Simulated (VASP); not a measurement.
# Be24N in VASP: further runs

The runs below take Be24N through relaxation of the atoms, single point, with PBE.

Everything below comes from runs of VASP 6.6.1. Logs are shortened: lines on timing, memory, paths and dates and some standing lists are left out, and cuts for length are marked.

## (1) The cell of the first run

The cell holds a slab with vacuum, 25 atoms: a = 4.525 Å, b = 7.134 Å, c = 19.869 Å, α = 90.00°, β = 90.00°, γ = 90.00°.

## (2) Relaxation of the atoms, PBE

Contents of INCAR:

```
ALGO = Normal ; DIPOL = 0.5 0.5 0.319
EDIFF = 1E-7 ; EDIFFG = -0.025
ENCUT = 520 ; GGA = PE
GGA_COMPAT = False ; IBRION = 2
IDIPOL = 3 ; ISIF = 2
ISMEAR = 0 ; KPAR = 4
LASPH = True ; LCHARG = False
LDIPOL = True ; LREAL = False
LWAVE = False ; NELM = 120
NELMDL = -8 ; NELMIN = 4
NSW = 36 ; PREC = Accurate
SIGMA = 0.1
```

Contents of KPOINTS:

```
k-points
0
Gamma
  6 4 1
```

Contents of POSCAR:

```
Be24N
1.0
    4.5254381414      0.0000000000      0.0000000000
    0.0000000000      7.1336190818      0.0000000000
    0.0000000000      0.0000000000     19.8685529820
Be N
24 1
Selective dynamics
Direct
    0.0000000000      0.3750000000      0.2013231665  F F F
    0.0000000000      0.8750000000      0.2013231665  F F F
    0.5000000000      0.3750000000      0.2013231665  F F F
    0.5000000000      0.8750000000      0.2013231665  F F F
    0.2500000000      0.1250000000      0.2341987732  F F F
    0.2500000000      0.6250000000      0.2341987732  F F F
    0.7500000000      0.1250000000      0.2341987732  F F F
    0.7500000000      0.6250000000      0.2341987732  F F F
    0.2500000000      0.3750000000      0.2999499864  F F F
    0.2500000000      0.8750000000      0.2999499864  F F F
    0.7500000000      0.3750000000      0.2999499864  F F F
    0.7500000000      0.8750000000      0.2999499864  F F F
    0.0000000000      0.1250000000      0.3268353587  F F F
    0.0000000000      0.6250000000      0.3268353587  F F F
    0.5000000000      0.1250000000      0.3268353587  F F F
    0.5000000000      0.6250000000      0.3268353587  F F F
    0.0000000000      0.3750000000      0.3993099160  F F F
    0.0000000000      0.8750000000      0.3993099160  F F F
    0.5000000000      0.3750000000      0.3993099160  F F F
    0.5000000000      0.8750000000      0.3993099160  F F F
    0.2500000000      0.1250000000      0.4211958963  F F F
    0.2500000000      0.6250000000      0.4211958963  F F F
    0.7500000000      0.1250000000      0.4211958963  F F F
    0.7500000000      0.6250000000      0.4211958963  F F F
    0.2500000000      0.3750000000      0.4473650266  F F T
```

Potentials or basis: VASP PAW PBE potentials, release 64 (Be, N).

Launch:

```console
$ cat potpaw_PBE.64/Be/POTCAR potpaw_PBE.64/N/POTCAR > POTCAR
$ mpirun -np 4 vasp_std > vasp.out
```

OUTCAR:

```text
EDIFF = 1E-7
   EDIFFG = -0.025
   ENCUT = 520
   GGA = PE
   IBRION = 2
   ISIF = 2
   ISMEAR = 0
   LASPH = True
   LREAL = False
   NELM = 120
   NELMDL = -8
   NELMIN = 4
   NSW = 36
   PREC = Accurate

 ion  position               nearest neighbor table
   1  0.000  0.375  0.201-   5 2.21   6 2.21   7 2.21   8 2.21   9 2.26  11 2.26   3 2.26   3 2.26

   2  0.000  0.875  0.201-   5 2.21   6 2.21   7 2.21   8 2.21  10 2.26  12 2.26   4 2.26   4 2.26

   3  0.500  0.375  0.201-   5 2.21   6 2.21   7 2.21   8 2.21   9 2.26  11 2.26   1 2.26   1 2.26
[... 28 lines left out ...]
                             9 2.28  14 2.29  13 2.29
  18  0.000  0.875  0.399-  21 2.16  22 2.16  23 2.16  24 2.16  20 2.26  20 2.26  10 2.28  12 2.28
                            13 2.29  14 2.29
  19  0.500  0.375  0.399-  25 1.48  22 2.16  23 2.16  24 2.16  21 2.16  17 2.26  17 2.26  11 2.28
                             9 2.28  16 2.29  15 2.29
  20  0.500  0.875  0.399-  21 2.16  22 2.16  23 2.16  24 2.16  18 2.26  18 2.26  10 2.28  12 2.28
                            15 2.29  16 2.29
  21  0.250  0.125  0.421-  25 1.86  18 2.16  19 2.16  20 2.16  17 2.16  15 2.19  13 2.19  23 2.26
                            23 2.26
  22  0.250  0.625  0.421-  25 1.86  18 2.16  19 2.16  20 2.16  17 2.16  16 2.19  14 2.19  24 2.26
                            24 2.26
  23  0.750  0.125  0.421-  17 2.16  18 2.16  19 2.16  20 2.16  13 2.19  15 2.19  21 2.26  21 2.26

  24  0.750  0.625  0.421-  17 2.16  18 2.16  19 2.16  20 2.16  14 2.19  16 2.19  22 2.26  22 2.26

  25  0.250  0.375  0.447-  17 1.48  19 1.48  21 1.86  22 1.86

  LATTYP: Found a simple orthorhombic cell.
 ALAT       =     4.5254381414
 B/A-ratio  =     1.5763377730
 C/A-ratio  =     4.3904153280

  Lattice vectors:

 A1 = (   4.5254381414,   0.0000000000,   0.0000000000)
 A2 = (   0.0000000000,   7.1336190818,   0.0000000000)
 A3 = (   0.0000000000,   0.0000000000,  19.8685529820)

Analysis of symmetry for initial positions (statically):
=====================================================================
 Subroutine PRICEL returns:
 Original cell was already a primitive cell.

 Routine SETGRP: Setting up the symmetry group for a
 simple orthorhombic supercell.

 Subroutine GETGRP returns: Found  4 space group operations
 (whereof  1 operations were pure point group operations)
 out of a pool of  8 trial point group operations.

The static configuration has the point symmetry C_1 .
 The point group associated with its full space group is C_2v.

Analysis of symmetry for dynamics (positions and initial velocities):
=====================================================================
 Subroutine PRICEL returns:
 Original cell was already a primitive cell.

 Routine SETGRP: Setting up the symmetry group for a
 simple orthorhombic supercell.

 Subroutine GETGRP returns: Found  4 space group operations
 (whereof  1 operations were pure point group operations)
 out of a pool of  8 trial point group operations.

The dynamic configuration has the point symmetry C_1 .
 The point group associated with its full space group is C_2v.

Analysis of constrained symmetry for selective dynamics:
=====================================================================
 Subroutine PRICEL returns:
 Original cell was already a primitive cell.

 Routine SETGRP: Setting up the symmetry group for a
 simple orthorhombic supercell.

 Subroutine GETGRP returns: Found  4 space group operations
 (whereof  1 operations were pure point group operations)
 out of a pool of  8 trial point group operations.

The constrained configuration has the point symmetry C_1 .
 The point group associated with its full space group is C_2v.

 Subroutine INISYM returns: Found  4 space group operations
 (whereof  1 operations are pure point group operations),
 and found     1 'primitive' translations

----------------------------------------------------------------------------------------

                                     Primitive cell

  volume of cell :     641.4116

  direct lattice vectors                    reciprocal lattice vectors
     4.525438141  0.000000000  0.000000000     0.220973079  0.000000000  0.000000000
     0.000000000  7.133619082  0.000000000     0.000000000  0.140181300  0.000000000
     0.000000000  0.000000000 19.868552982     0.000000000  0.000000000  0.050330792

  length of vectors
     4.525438141  7.133619082 19.868552982     0.220973079  0.140181300  0.050330792

  position of ions in fractional coordinates (direct lattice)
[... 77 lines left out ...]

 Found     12 irreducible k-points:

 Following reciprocal coordinates:
            Coordinates               Weight
  0.000000  0.000000  0.000000      1.000000
  0.166667  0.000000  0.000000      2.000000
  0.333333  0.000000  0.000000      2.000000
  0.500000  0.000000  0.000000      1.000000
  0.000000  0.250000  0.000000      2.000000
  0.166667  0.250000  0.000000      4.000000
  0.333333  0.250000  0.000000      4.000000
  0.500000  0.250000  0.000000      2.000000
  0.000000  0.500000  0.000000      1.000000
  0.166667  0.500000  0.000000      2.000000
  0.333333  0.500000  0.000000      2.000000
  0.500000  0.500000  0.000000      1.000000
   k-points           NKPTS =     12   k-points in BZ     NKDIM =     12   number of bands    NBANDS=     39
   number of dos      NEDOS =    301   number of ions     NIONS =     25
   total plane-waves  NPLWV = 291600
   dimension x,y,z NGX =    36 NGY =   54 NGZ =  150
   dimension x,y,z NGXF=    72 NGYF=  108 NGZF=  300
   ions per type =              24   1
   NGX,Y,Z   is equivalent  to a cutoff of  13.22, 12.58, 12.55 a.u.
   NGXF,Y,Z  is equivalent  to a cutoff of  26.45, 25.17, 25.10 a.u.
 SYSTEM =  unknown system
   PREC   = accura    normal or accurate (medium, high low for compatibility)
   ISTART =      0    job   : 0-new  1-cont  2-samecut
   ICHARG =      2    charge: 1-file 2-atom 10-const
   ISPIN  =      1    spin polarized calculation?
   LNONCOLLINEAR =      F non collinear calculations
   LSORBIT =      F    spin-orbit coupling
   LASPH  =      T    aspherical Exc in radial PAW
   ENCUT  =  520.0 eV  38.22 Ry    6.18 a.u.   8.41 13.26 36.94*2*pi/ulx,y,z
   NELM   =    120;   NELMIN=  4; NELMDL= -8     # of ELM steps
   EDIFF  = 0.1E-06   stopping-criterion for ELM
   LREAL  =      F    real-space projection
   EDIFFG = -.3E-01   stopping-criterion for IOM
   NSW    =     36    number of steps for IOM
   IBRION =      2    ionic relax: 0-MD 1-quasi-New 2-CG
   NFREE  =      1    steps in history (QN), initial steepest desc. (CG)
   ISIF   =      2    stress and relaxation
   ISYM   =      2    0-nonsym 1-usesym 2-fastsym
   POTIM  = 0.5000    time-step for ionic-motion
   TEBEG  =    0.0;   TEEND  =   0.0 temperature during run
   PSTRESS=    0.0 pullay stress
   NELECT =      53.0000    total number of electrons
   NUPDOWN=      -1.0000    fix difference up-down
   EMIN   =  10.00;   EMAX   =-10.00  energy-range for DOS
   EFERMI =   0.00;   METHOD = LEGACY
   ISMEAR =     0;   SIGMA  =   0.10  broadening in eV -4-tet -1-fermi 0-gaus
   EFERMI_NEDOS =   21; number of points for ismear=-14 and -15
   IALGO  =     38    algorithm
   IMIX   =      4    mixing-type and parameters
     AMIX     =   0.40;   BMIX     =  1.00
     AMIX_MAG =   1.60;   BMIX_MAG =  1.00
  volume/ion in A,a.u.               =      25.66       173.14
  Fermi-wavevector in a.u.,A,eV,Ry     =   0.713052  1.347473  6.917789  0.508443
  Thomas-Fermi vector in A             =   1.800589
   LORBIT       =      0    0 simple, 1 ext, 2 COOP (PROOUT), +10 PAW based schemes
   GGA     = PE    functional components
   LHFCALC =     F    Hartree Fock is set to
   AEXX    =    0.0000 exact exchange contribution
   IVDW    =     0    specifies the selected vdW correction
   LEPSILON=     F    determine dielectric tensor
   LRPA    =     F    only Hartree local field effects (RPA)
 conjugate gradient relaxation of ions
 non-spin polarized calculation
 Gauss-broadening in eV      SIGMA  =   0.10
  energy-cutoff  :      520.00
  volume of cell :      641.41
 maximum number of plane-waves:     17327
 NGX is ok and might be reduce to    36
   NGX = 17   NGY = 27   NGZ = 73

 dipolmoment           0.000000      0.000000     -0.145880 electrons x Angstroem

--------------------------------------- Ionic step        1  -------------------------------------------

 number of electron      53.0000002 magnetization

 Free energy of the ion-electron system (eV)
  ---------------------------------------------------
  ext. energy  EPLUGINS =         0.00000000
  ---------------------------------------------------
  free energy    TOTEN  =       -91.15845043 eV

  energy without entropy =      -91.12403161  energy(sigma->0) =      -91.14124102

------------------------ aborting loop because EDIFF is reached ----------------------------------------

  FORCE on cell =-STRESS in cart. coord.  units (eV):
  Direction    XX          YY          ZZ          XY          YZ          ZX
  --------------------------------------------------------------------------------------
  -------------------------------------------------------------------------------------
  Total        8.6604048     -9.3384934      6.0131316      0.0000000      0.0000000      0.0000000
  in kB       21.6327627    -23.3265553     15.0201580      0.0000000      0.0000000      0.0000000
  external PRESSURE =       4.4421218 kB  Pullay stress =       0.0000000 kB
[... 105 lines left out ...]
--------------------------------------- Ionic step        3  -------------------------------------------

 number of electron      53.0000001 magnetization

 dipolmoment           0.000000      0.000000      0.151574 electrons x Angstroem

 Free energy of the ion-electron system (eV)
  ---------------------------------------------------
  ext. energy  EPLUGINS =         0.00000000
  ---------------------------------------------------
  free energy    TOTEN  =       -91.48635481 eV

  energy without entropy =      -91.44789088  energy(sigma->0) =      -91.46712285

 E-fermi :  -1.2752     XC(G=0):  -4.1789

 val. band max:       -1.2838119093   @ k =   0.3333   0.2500   0.0000
 cond. band min:      -1.2674907696   @ k =   0.3333   0.0000   0.0000
 fundamental gap:      0.0163211397
 Fermi energy:        -1.2751641090

 k-point     1 :       0.0000    0.0000    0.0000
  band No.  band energies     occupation
      1     -15.7738      2.00000
      2     -11.5164      2.00000
      3      -9.5743      2.00000
      4      -9.4655      2.00000
      5      -9.2491      2.00000
      6      -7.7168      2.00000
[... 481 lines left out ...]
     37       3.1471      0.00000
     38       3.1667      0.00000
 [bands above 38 left out]

------------------------ aborting loop because EDIFF is reached ----------------------------------------

 vacuum level on the upper side and lower side of the slab       (xc-potential included)         0.408        -0.419

  FORCE on cell =-STRESS in cart. coord.  units (eV):
  Direction    XX          YY          ZZ          XY          YZ          ZX
  --------------------------------------------------------------------------------------
  -------------------------------------------------------------------------------------
  Total        3.2992359     -9.6069131      1.9711353      0.0000000      0.0000000      0.0000000
  in kB        8.2411376    -23.9970389      4.9236847      0.0000000      0.0000000      0.0000000
  external PRESSURE =      -3.6107389 kB  Pullay stress =       0.0000000 kB
[... 40 lines left out ...]
  FREE ENERGIE OF THE ION-ELECTRON SYSTEM (eV)
  ---------------------------------------------------
  free  energy   TOTEN  =       -91.4863548126 eV

  energy  without entropy=      -91.4478908824  energy(sigma->0) =      -91.46712285

 reached required accuracy - stopping structural energy minimisation

 vacuum level on the upper side and lower side of the slab         3.945         3.096
```

It took 6.8 min on 4 MPI ranks of AMD EPYC 9R45 (Zen 5), shared host; peak memory 0.8 GiB.

Results:

```yaml
Free_energy: -91.4864 eV
Energy_gained_by_relaxing: 13.1 meV/atom
Ionic_steps: 3
Band_gap_on_the_k_mesh: zero (an odd number of electrons rules out a gap without spin polarisation)
```

Step by step:
```csv
step,energy change (eV),largest force on free atoms (eV/Å),pressure (GPa)
1,0.0000,3.6510,0.44
2,-0.3267,0.1981,-0.32
3,-0.3279,0.0048,-0.36
```

Final structure:
```xyz
25
Lattice="4.5254 0.0000 0.0000 0.0000 7.1336 0.0000 0.0000 0.0000 19.8686" Properties=species:S:1:pos:R:3 pbc="T T T"
Be    0.0000    2.6751    4.0000
Be    0.0000    6.2419    4.0000
Be    2.2627    2.6751    4.0000
Be    2.2627    6.2419    4.0000
Be    1.1314    0.8917    4.6532
Be    1.1314    4.4585    4.6532
Be    3.3941    0.8917    4.6532
Be    3.3941    4.4585    4.6532
Be    1.1314    2.6751    5.9596
Be    1.1314    6.2419    5.9596
Be    3.3941    2.6751    5.9596
Be    3.3941    6.2419    5.9596
Be    0.0000    0.8917    6.4937
Be    0.0000    4.4585    6.4937
Be    2.2627    0.8917    6.4937
Be    2.2627    4.4585    6.4937
Be    0.0000    2.6751    7.9337
Be    0.0000    6.2419    7.9337
Be    2.2627    2.6751    7.9337
Be    2.2627    6.2419    7.9337
Be    1.1314    0.8917    8.3686
Be    1.1314    4.4585    8.3686
Be    3.3941    0.8917    8.3686
Be    3.3941    4.4585    8.3686
N     1.1314    2.6751    9.0762
```

## (3) Single point, PBE

Contents of INCAR:

```
SYSTEM = Be24N
  PREC = Accurate
  ENCUT = 520
  EDIFF = 1E-6
  ISMEAR = 0
  SIGMA = 0.1
  LREAL = Auto
  LASPH = .True.
  NELM = 60
  ALGO = Normal
  ISIF = 2
  LWAVE = .False.
  LCHARG = .True.
  LDIPOL = .True.
  IDIPOL = 3
  DIPOL = 0.5 0.5 0.320
  GGA = PE
  LELF = .True.
  LVHAR = .True.
  LVACPOTAV = .True.
  NBANDS = 44
```

Contents of KPOINTS:

```
regular mesh
0
Gamma
  6 4 1
  0 0 0
```

Contents of POSCAR:

```
Be24N
1.0
    4.5254381414      0.0000000000      0.0000000000
    0.0000000000      7.1336190818      0.0000000000
    0.0000000000      0.0000000000     19.8685529820
Be N
24 1
Direct
    0.0000000000      0.3750000000      0.2013231665
    0.0000000000      0.8750000000      0.2013231665
    0.5000000000      0.3750000000      0.2013231665
    0.5000000000      0.8750000000      0.2013231665
    0.2500000000      0.1250000000      0.2341987732
    0.2500000000      0.6250000000      0.2341987732
    0.7500000000      0.1250000000      0.2341987732
    0.7500000000      0.6250000000      0.2341987732
    0.2500000000      0.3750000000      0.2999499864
    0.2500000000      0.8750000000      0.2999499864
    0.7500000000      0.3750000000      0.2999499864
    0.7500000000      0.8750000000      0.2999499864
    0.0000000000      0.1250000000      0.3268353587
    0.0000000000      0.6250000000      0.3268353587
    0.5000000000      0.1250000000      0.3268353587
    0.5000000000      0.6250000000      0.3268353587
    0.0000000000      0.3750000000      0.3993099160
    0.0000000000      0.8750000000      0.3993099160
    0.5000000000      0.3750000000      0.3993099160
    0.5000000000      0.8750000000      0.3993099160
    0.2500000000      0.1250000000      0.4211958963
    0.2500000000      0.6250000000      0.4211958963
    0.7500000000      0.1250000000      0.4211958963
    0.7500000000      0.6250000000      0.4211958963
    0.5000000000      0.1250000000      0.4705300829
```

Potentials or basis: VASP PAW PBE potentials, release 64 (Be, N).

Launch:

```console
$ cat potpaw_PBE.64/Be/POTCAR potpaw_PBE.64/N/POTCAR > POTCAR
$ mpirun -np 1 vasp_std > vasp.out
```

Wall time 23 min (1 thread of Oxide Virtual Turin-like, shared host); peak memory 0.65 GiB.

It converged, with:

```yaml
Free_energy: -90.4129 eV
Largest_force: 1.429 eV/Å
Band_gap_on_the_k_mesh: zero (an odd number of electrons rules out a gap without spin polarisation)
```

Forces on the atoms (eV/Å):
```
Be   0.000 -0.073  0.451
Be   0.000  0.073  0.451
Be   0.000  0.065  0.535
Be   0.000 -0.065  0.535
Be   0.031  0.000 -0.856
Be   0.025  0.000 -0.680
Be  -0.031  0.000 -0.856
Be  -0.025  0.000 -0.680
Be  -0.013 -0.077  0.268
Be  -0.013  0.077  0.268
Be   0.013 -0.077  0.268
Be   0.013  0.077  0.268
Be   0.000  0.000  0.447
Be   0.000  0.000 -0.116
Be   0.000  0.000 -0.845
Be   0.000  0.000 -0.136
Be   0.000  0.742 -0.507
Be   0.000 -0.742 -0.507
Be   0.000 -0.299  0.536
Be   0.000  0.299  0.536
Be  -1.412  0.000  0.221
Be  -0.230  0.000  0.080
Be   1.412  0.000  0.221
Be   0.230  0.000  0.080
N    0.000  0.000  0.020
```

Levels at points of the mesh, in eV from the Fermi level:
| k point | band 24 | band 25 | band 26 | band 27 | band 28 | band 29 |
| --- | --- | --- | --- | --- | --- | --- |
| (0.00, 0.00, 0.00) | -1.41 | -0.31 | -0.27 | 0.19 | 0.45 | 0.70 |
| (0.50, 0.00, 0.00) | -0.50 | -0.21 | 0.19 | 0.80 | 1.18 | 1.44 |
| (0.00, 0.50, 0.00) | -1.09 | -0.89 | -0.86 | -0.76 | 0.09 | 0.95 |
| (0.50, 0.50, 0.00) | -0.75 | -0.38 | 0.10 | 0.19 | 0.21 | 0.53 |
